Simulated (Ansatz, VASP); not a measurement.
**Two plane-wave programs on InAs**

```
In As
1.0
     0.00000    2.84569    3.41483
     2.84569    0.00000    3.41483
     2.84569    2.84569    0.00000
In As
1 1
Direct
  0.00000 0.00000 0.00000
  0.75000 0.75000 0.75000
```

Alike in both runs: task single point; functional PBEsol; k mesh 16 × 16 × 16; occupations gaussian, width 0.15 eV; no spin polarisation.

|  | VASP | Ansatz |
| --- | --- | --- |
| version | VASP 6.6.1 | Ansatz 0.2.0 |
| potentials or method | VASP PAW PBE potentials, release 64 (In_d, As), cutoff 520 eV | scalar-relativistic, plane waves, PAW |
| valence electrons in the cell | 18 | 28 |

Ansatz gave:

* gap on the k mesh at the Fermi level (eV): none
* pressure (GPa): 0.6
* traceless stress, the component that is largest in VASP (GPa): -5.69

Problem. Estimate VASP's values.

Solution. gap on the k mesh at the Fermi level (eV): none; pressure (GPa): 0.7; traceless stress, the component that is largest in VASP (GPa): -5.68.

VASP's potentials were made for PBE, not for PBEsol. A gap of «none» marks a metal or a gap that the smearing closes. VASP's potentials hold 18 valence electrons a cell and Ansatz's 28, so a difference there can come from the potentials and not from the codes.
